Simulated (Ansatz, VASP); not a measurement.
## SiMo3 in VASP and in Ansatz

```xyz
8
Lattice="4.9064 0.0000 0.0000 0.0000 4.9064 0.0000 0.0000 0.0000 4.9064" Properties=species:S:1:pos:R:3 pbc="T T T"
Si    2.4532    2.4532    2.4532
Si    0.0000    0.0000    0.0000
Mo    0.0000    2.4532    3.6798
Mo    0.0000    2.4532    1.2266
Mo    2.4532    1.2266    0.0000
Mo    2.4532    3.6798    0.0000
Mo    1.2266    0.0000    2.4532
Mo    3.6798    0.0000    2.4532
```

Alike in both runs: functional PBE; k mesh 6 × 6 × 6; occupations gaussian, width 0.1 eV; no spin polarisation.

Ansatz relaxed the structure, and its values are those at the end. VASP's run is a single point on that final structure, the one shown.

|  | VASP | Ansatz |
| --- | --- | --- |
| version | VASP 6.6.1 | Ansatz 0.2.0 |
| potentials or method | VASP PAW PBE potentials, release 64 (Si, Mo_sv), cutoff 500 eV | scalar-relativistic, plane waves, PAW |
| valence electrons in the cell | 92 | 92 |

|  | VASP | Ansatz | Ansatz less VASP |
| --- | --- | --- | --- |
| gap on the k mesh at the Fermi level (eV) | none | none | - |
| pressure (GPa) | 0.5 | 0.0 | -0.48 |

A gap of «none» marks a metal or a gap that the smearing closes. The functional is the same, so the differences come from potentials, cutoffs and numerics.
